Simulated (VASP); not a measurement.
GdHAu2:

```
Gd H Au
1.0
     3.87143    0.00000    0.00000
     0.00000    3.87143    0.00000
     0.00000    0.00000    6.05284
Gd H Au
1 1 2
Direct
  0.00000 0.00000 0.00000
  0.50000 0.50000 0.50000
  0.50000 0.50000 0.82573
  0.50000 0.50000 0.17427
```

| Quantity | Value |
| --- | --- |
| Program | VASP 6.6.1 |
| Task | relaxation of cell and atoms |
| Functional | PBE |
| Potentials or basis | VASP PAW PBE potentials, release 64 (Gd, H, Au) |
| Cutoff | 600 eV |
| k mesh | 4 × 4 × 4 |
| Occupations | gaussian, width 0.1 eV |
| Spin | collinear spin, ferromagnetic start |
| Starting moments | [7.0, 0.0, 0.0, 0.0] μB |

At the start: pressure 23.2 GPa; volume 22.68 Å³/atom.

How do energy, volume and symmetry change on relaxing?

Over 16 steps the energy falls by 898.2 meV/atom and the volume is 22.74 Å³/atom (+0.2 %); space group P4/mmm (No. 123, to 0.05 Å); moment 6.96 μB per cell.

The path:
| step | energy change (eV) | largest force (eV/Å) | pressure (GPa) | volume (Å³) |
| --- | --- | --- | --- | --- |
| 1 | 0.0000 | 16.7780 | 23.15 | 90.72 |
| 2 | -0.4965 | 2.6906 | 6.03 | 137.80 |
| 3 | -0.9182 | 2.4633 | -5.56 | 132.79 |
| 4 | -1.4948 | 2.0103 | -6.33 | 127.08 |
| 5 | -3.0102 | 0.8793 | -3.75 | 108.27 |
| 6 | -3.4898 | 0.0137 | -3.78 | 99.34 |
| 7 | -3.4554 | 1.3664 | 0.08 | 94.99 |
| 8 | -3.5147 | 0.2762 | -2.81 | 97.91 |
| 9 | -3.5168 | 0.4498 | -2.32 | 97.29 |
| 10 | -3.5169 | 0.4105 | -2.44 | 97.42 |
| 11 | -3.5675 | 0.2734 | -0.39 | 93.29 |
| 12 | -3.5707 | 0.2193 | 0.35 | 92.02 |
| 13 | -3.5825 | 0.0726 | 0.19 | 91.72 |
| 14 | -3.5904 | 0.1820 | 0.00 | 90.85 |
| 15 | -3.5910 | 0.1512 | 0.00 | 91.01 |
| 16 | -3.5928 | 0.0135 | -0.03 | 90.94 |

Final structure:
```
CELL_PARAMETERS angstrom
3.75086 0.00000 0.00000
0.00000 3.75086 0.00000
0.00000 0.00000 6.46406
ATOMIC_POSITIONS crystal
Gd 0.00000 0.00000 0.00000
H 0.50000 0.50000 0.50000
Au 0.50000 0.50000 0.77208
Au 0.50000 0.50000 0.22792
```

Caveat: the k points lie up to 0.42 Å⁻¹ apart in the final cell; the electronic state changed during the relaxation; without U or exact exchange the open f shell lies at the Fermi level, which spoils levels, moments and volumes.
